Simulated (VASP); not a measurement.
# Sr (P6_3/mmc) in VASP: a series of runs, part 2 of 2

VASP 6.6.1. The steps go on from the part before.

## Step 4: Single point, PBEsol

This run uses another cell than the first one, of 55.20 Å³/atom.

Input file INCAR:

```
PREC = Accurate
ENCUT = 520
EDIFF = 1E-6
ISMEAR = 1
SIGMA = 0.1
LREAL = False
LASPH = True
NELM = 60
ALGO = Normal
ISIF = 2
LWAVE = False
LCHARG = False
GGA = PS
NBANDS = 17
```

Input file KPOINTS:

```
Automatic mesh
0
Gamma
  8 8 4
```

Input file POSCAR:

```
Sr
1.0
    4.2713432091      0.0000000000      0.0000000000
   -2.1356716046      3.6990922325      0.0000000000
    0.0000000000      0.0000000000      6.9867678943
Sr
2
Direct
    0.3333333333      0.6666666667      0.2500000000
    0.6666666667      0.3333333333      0.7500000000
```

Potentials or basis: VASP PAW PBE potentials, release 64 (Sr_sv).

The run is started by

```
$ cat potpaw_PBE.64/Sr_sv/POTCAR > POTCAR
$ mpirun -np 1 vasp_std > vasp.out
```

OUTCAR:

```text
PREC = Accurate
   ENCUT = 520
   EDIFF = 1E-6
   ISMEAR = 1
   LREAL = False
   LASPH = True
   NELM = 60
   ISIF = 2
   GGA = PS

 ion  position               nearest neighbor table
   1  0.333  0.667  0.250-   2 4.28   2 4.28   2 4.28   2 4.28   2 4.28   2 4.28
   2  0.667  0.333  0.750-   1 4.28   1 4.28   1 4.28   1 4.28   1 4.28   1 4.28

  LATTYP: Found a hexagonal cell.
 ALAT       =     4.2713432091
 C/A-ratio  =     1.6357308585

  Lattice vectors:

 A1 = (   4.2713432091,   0.0000000000,   0.0000000000)
 A2 = (  -2.1356716046,   3.6990922325,   0.0000000000)
 A3 = (   0.0000000000,   0.0000000000,   6.9867678943)

Analysis of symmetry for initial positions (statically):
=====================================================================
 Subroutine PRICEL returns:
 Original cell was already a primitive cell.

 Routine SETGRP: Setting up the symmetry group for a
 hexagonal supercell.

 Subroutine GETGRP returns: Found 24 space group operations
 (whereof 12 operations were pure point group operations)
 out of a pool of 24 trial point group operations.

The static configuration has the point symmetry D_3d.
 The point group associated with its full space group is D_6h.

Analysis of symmetry for dynamics (positions and initial velocities):
=====================================================================
 Subroutine PRICEL returns:
 Original cell was already a primitive cell.

 Routine SETGRP: Setting up the symmetry group for a
 hexagonal supercell.

 Subroutine GETGRP returns: Found 24 space group operations
 (whereof 12 operations were pure point group operations)
 out of a pool of 24 trial point group operations.

The dynamic configuration has the point symmetry D_3d.
 The point group associated with its full space group is D_6h.

 Subroutine INISYM returns: Found 24 space group operations
 (whereof 12 operations are pure point group operations),
 and found     1 'primitive' translations

----------------------------------------------------------------------------------------

                                     Primitive cell

  volume of cell :     110.3916

  direct lattice vectors                    reciprocal lattice vectors
     4.271343209  0.000000000  0.000000000     0.234118391  0.135168298  0.000000000
    -2.135671605  3.699092232  0.000000000     0.000000000  0.270336595  0.000000000
     0.000000000  0.000000000  6.986767894     0.000000000  0.000000000  0.143127697

  length of vectors
     4.271343209  4.271343647  6.986767894     0.270336623  0.270336595  0.143127697

  position of ions in fractional coordinates (direct lattice)
     0.333333333  0.666666667  0.250000000
     0.666666667  0.333333333  0.750000000

  ion indices of the primitive-cell ions
   primitive index   ion index
                 1           1
                 2           2

----------------------------------------------------------------------------------------

 KPOINTS: Automatic mesh

Automatic generation of k-mesh.
 Grid dimensions read from file:
 generate k-points for:    8    8    4

 Generating k-lattice:

  Cartesian coordinates                     Fractional coordinates (reciprocal lattice)
     0.029264799  0.016896037  0.000000000     0.125000000  0.000000000  0.000000000
     0.000000000  0.033792074  0.000000000     0.000000000  0.125000000  0.000000000
     0.000000000  0.000000000  0.035781924     0.000000000  0.000000000  0.250000000

  Length of vectors
     0.033792078  0.033792074  0.035781924

  Shift w.r.t. Gamma in fractional coordinates (k-lattice)
     0.000000000  0.000000000  0.000000000

 Subroutine IBZKPT returns following result:
 ===========================================

 Found     30 irreducible k-points:

 Following reciprocal coordinates:
            Coordinates               Weight
  0.000000  0.000000  0.000000      1.000000
  0.125000 -0.000000  0.000000      6.000000
  0.250000 -0.000000  0.000000      6.000000
  0.375000 -0.000000  0.000000      6.000000
  0.500000 -0.000000  0.000000      3.000000
  0.125000  0.125000  0.000000      6.000000
[... 16 lines left out ...]
  0.250000 -0.000000  0.500000      6.000000
  0.375000 -0.000000  0.500000      6.000000
 [... further k-points ...]
   k-points           NKPTS =     30   k-points in BZ     NKDIM =     30   number of bands    NBANDS=     17
   number of dos      NEDOS =    301   number of ions     NIONS =      2
   total plane-waves  NPLWV =  55296
   dimension x,y,z NGX =    32 NGY =   32 NGZ =   54
   dimension x,y,z NGXF=    64 NGYF=   64 NGZF=  108
   ions per type =               2
   NGX,Y,Z   is equivalent  to a cutoff of  12.45, 12.45, 12.85 a.u.
   NGXF,Y,Z  is equivalent  to a cutoff of  24.91, 24.91, 25.70 a.u.
 SYSTEM =  unknown system
   PREC   = accura    normal or accurate (medium, high low for compatibility)
   ISTART =      0    job   : 0-new  1-cont  2-samecut
   ICHARG =      2    charge: 1-file 2-atom 10-const
   ISPIN  =      1    spin polarized calculation?
   LNONCOLLINEAR =      F non collinear calculations
   LSORBIT =      F    spin-orbit coupling
   LASPH  =      T    aspherical Exc in radial PAW
   ENCUT  =  520.0 eV  38.22 Ry    6.18 a.u.   7.94  7.94 12.99*2*pi/ulx,y,z
   NELM   =     60;   NELMIN=  2; NELMDL= -5     # of ELM steps
   EDIFF  = 0.1E-05   stopping-criterion for ELM
   LREAL  =      F    real-space projection
   EDIFFG = 0.1E-04   stopping-criterion for IOM
   NSW    =      0    number of steps for IOM
   IBRION =     -1    ionic relax: 0-MD 1-quasi-New 2-CG
   NFREE  =      0    steps in history (QN), initial steepest desc. (CG)
   ISIF   =      2    stress and relaxation
   ISYM   =      2    0-nonsym 1-usesym 2-fastsym
   POTIM  = 0.5000    time-step for ionic-motion
   TEBEG  =    0.0;   TEEND  =   0.0 temperature during run
   PSTRESS=    0.0 pullay stress
   NELECT =      20.0000    total number of electrons
   NUPDOWN=      -1.0000    fix difference up-down
   EMIN   =  10.00;   EMAX   =-10.00  energy-range for DOS
   EFERMI =   0.00;   METHOD = LEGACY
   ISMEAR =     1;   SIGMA  =   0.10  broadening in eV -4-tet -1-fermi 0-gaus
   EFERMI_NEDOS =   21; number of points for ismear=-14 and -15
   IALGO  =     38    algorithm
   IMIX   =      4    mixing-type and parameters
     AMIX     =   0.40;   BMIX     =  1.00
     AMIX_MAG =   1.60;   BMIX_MAG =  1.00
  volume/ion in A,a.u.               =      55.20       372.48
  Fermi-wavevector in a.u.,A,eV,Ry     =   0.926345  1.750539 11.675369  0.858115
  Thomas-Fermi vector in A             =   2.052298
   LORBIT       =      0    0 simple, 1 ext, 2 COOP (PROOUT), +10 PAW based schemes
   GGA     = PS    functional components
   LHFCALC =     F    Hartree Fock is set to
   AEXX    =    0.0000 exact exchange contribution
   IVDW    =     0    specifies the selected vdW correction
   LEPSILON=     F    determine dielectric tensor
   LRPA    =     F    only Hartree local field effects (RPA)
 non-spin polarized calculation
 Methfessel and Paxton  Order N= 1 SIGMA  =   0.10
  energy-cutoff  :      520.00
  volume of cell :      110.39
 maximum number of plane-waves:      2994
 NGX is ok and might be reduce to    32
   NGX = 15   NGY = 15   NGZ = 25

 number of electron      20.0000000 magnetization

 Free energy of the ion-electron system (eV)
  ---------------------------------------------------
  ext. energy  EPLUGINS =         0.00000000
  ---------------------------------------------------
  free energy    TOTEN  =        -3.65839293 eV

  energy without entropy =       -3.65569872  energy(sigma->0) =       -3.65749486

 E-fermi :   1.5262     XC(G=0):  -7.4210

 val. band max:        1.5080875423   @ k =   0.1250   0.1250   0.0000
 cond. band min:       1.5267510500   @ k =   0.1250  -0.0000   0.0000
 fundamental gap:      0.0186635077
 Fermi energy:         1.5261763919

 k-point     1 :       0.0000    0.0000    0.0000
  band No.  band energies     occupation
      1     -35.0618      2.00000
      2     -35.0481      2.00000
      3     -17.1539      2.00000
      4     -16.9926      2.00000
      5     -16.9926      2.00000
      6     -16.9659      2.00000
[... 9 lines left out ...]
     16       4.1758      0.00000
     17       4.6980      0.00000
[... 441 lines left out ...]
 k-point    24 :       0.3750   -0.0000    0.5000
  band No.  band energies     occupation
      1     -35.0471      2.00000
      2     -35.0471      2.00000
      3     -17.1329      2.00000
      4     -17.1329      2.00000
      5     -17.0133      2.00000
      6     -17.0133      2.00000
[... 9 lines left out ...]
     16       4.4441      0.00000
     17       5.6473      0.00000

 [... further k-points ...]

------------------------ aborting loop because EDIFF is reached ----------------------------------------

  FORCE on cell =-STRESS in cart. coord.  units (eV):
  Direction    XX          YY          ZZ          XY          YZ          ZX
  --------------------------------------------------------------------------------------
  -------------------------------------------------------------------------------------
  Total       -0.4396849     -0.4396850     -0.2576559      0.0000000     -0.0000000      0.0000000
  in kB       -6.3814029     -6.3814046     -3.7395099      0.0000000     -0.0000000      0.0000000
  external PRESSURE =      -5.5007725 kB  Pullay stress =       0.0000000 kB

 VOLUME and BASIS-vectors are now :
 -----------------------------------------------------------------------------
  energy-cutoff  :      520.00
  volume of cell :      110.39
      direct lattice vectors                 reciprocal lattice vectors
     4.271343209  0.000000000  0.000000000     0.234118391  0.135168298  0.000000000
    -2.135671605  3.699092232  0.000000000     0.000000000  0.270336595  0.000000000
     0.000000000  0.000000000  6.986767894     0.000000000  0.000000000  0.143127697

 POSITION                                       TOTAL-FORCE (eV/Angst)
 -----------------------------------------------------------------------------------
     -0.00000      2.46606      1.74669         0.000000      0.000000      0.000000
      2.13567      1.23303      5.24008        -0.000000      0.000000      0.000000
 -----------------------------------------------------------------------------------
    total drift:                               -0.000000      0.000000     -0.000000

  FREE ENERGIE OF THE ION-ELECTRON SYSTEM (eV)
  ---------------------------------------------------
  free  energy   TOTEN  =        -3.6583929256 eV

  energy  without entropy=       -3.6556987239  energy(sigma->0) =       -3.65749486
```

It took 64 s on 1 thread of Intel Xeon 8259CL, shared host; peak memory 0.24 GiB.

What came out:

```yaml
Free_energy: -3.6584 eV
Pressure: -0.6 GPa
Band_gap_on_the_k_mesh: zero (bands 10 and 11 overlap by 0.17 eV)
```

Levels at points of the mesh, in eV from the Fermi level:
| k point | band 7 | band 8 | band 9 | band 10 | band 11 | band 12 | band 13 | band 14 |
| --- | --- | --- | --- | --- | --- | --- | --- | --- |
| (0.00, 0.00, 0.00) | -18.49 | -18.48 | -3.70 | -1.19 | 0.02 | 2.24 | 2.25 | 2.25 |
| (0.50, 0.00, 0.00) | -18.53 | -18.52 | -1.17 | -0.58 | 0.04 | 0.20 | 1.26 | 1.83 |
| (0.00, 0.00, 0.50) | -18.51 | -18.51 | -2.76 | -2.76 | 1.22 | 1.22 | 2.24 | 2.24 |
| (0.50, 0.00, 0.50) | -18.54 | -18.54 | -0.85 | -0.85 | 0.20 | 0.20 | 1.28 | 1.28 |

Caveat: the PAW data sets were made with another functional, which shifts forces and pressure a little.

## Step 5: Single point, PBEsol

This run uses another cell than the first one, of 56.71 Å³/atom.

Input file INCAR:

```
SYSTEM = Sr
  PREC = Accurate
  ENCUT = 520
  EDIFF = 1E-6
  ISMEAR = 1
  SIGMA = 0.1
  LREAL = .False.
  LASPH = .True.
  NELM = 80
  ALGO = Normal
  ISIF = 2
  LWAVE = .False.
  LCHARG = .True.
  GGA = PS
  LELF = .True.
  LVHAR = .True.
  NBANDS = 17
```

Input file KPOINTS:

```
regular mesh
0
Gamma
  8 8 4
  0 0 0
```

Input file POSCAR:

```
Sr
1.0
    4.3100000000      0.0000000000      0.0000000000
   -2.1550000000      3.7325700000      0.0000000000
    0.0000000000      0.0000000000      7.0500000000
Sr
2
Direct
    0.3333333333      0.6666666667      0.2500000000
    0.6666666667      0.3333333333      0.7500000000
```

The run is started by

```
$ cat potpaw_PBE.64/Sr_sv/POTCAR > POTCAR
$ mpirun -np 1 vasp_std > vasp.out
```

Run time: 54 s. Hardware: 1 thread of Intel Xeon 8259CL, shared host; peak memory 0.24 GiB.

It converged, with:

```
Free energy            : -3.6457 eV
Pressure               : -0.8 GPa
Band gap on the k mesh : zero (bands 10 and 11 overlap by 0.19 eV)
```

Stress tensor (GPa, compression positive):
```
-0.91  0.00  0.00
 0.00 -0.91  0.00
 0.00  0.00 -0.60
```

Levels at points of the mesh, in eV from the Fermi level:
| k point | band 8 | band 9 | band 10 | band 11 | band 12 | band 13 |
| --- | --- | --- | --- | --- | --- | --- |
| (0.00, 0.00, 0.00) | -18.54 | -3.66 | -1.18 | -0.01 | 2.22 | 2.22 |
| (0.50, 0.00, 0.00) | -18.58 | -1.17 | -0.58 | 0.06 | 0.21 | 1.24 |
| (0.00, 0.00, 0.50) | -18.56 | -2.74 | -2.74 | 1.21 | 1.21 | 2.21 |
| (0.50, 0.00, 0.50) | -18.59 | -0.84 | -0.84 | 0.18 | 0.18 | 1.27 |

Caveat: the PAW data sets were made with another functional, which shifts forces and pressure a little.

## Step 6: Overview

```csv
cell,gap on the mesh (eV),pressure (GPa)
"a = 4.192, b = 4.192, c = 6.857 Å, angles 90.0, 90.0, 120.0°, 2 atoms",none,0.0
"a = 4.232, b = 4.232, c = 6.922 Å, angles 90.0, 90.0, 120.0°, 2 atoms",none,-0.3
"a = 4.271, b = 4.271, c = 6.987 Å, angles 90.0, 90.0, 120.0°, 2 atoms",none,-0.6
"a = 4.310, b = 4.310, c = 7.050 Å, angles 90.0, 90.0, 120.0°, 2 atoms",none,-0.8
```

Alike in all rows: task single point; level PBEsol; potentials or basis VASP PAW PBE potentials, release 64 (Sr_sv); no spin polarisation; k mesh 8 × 8 × 4; cutoff (eV) 520; smearing methfessel-paxton 0.1 eV.

Caveats: the PAW data sets were made with another functional, which shifts forces and pressure a little.

Total energies depend on the potentials used, so only differences within one code and one set of settings carry meaning.
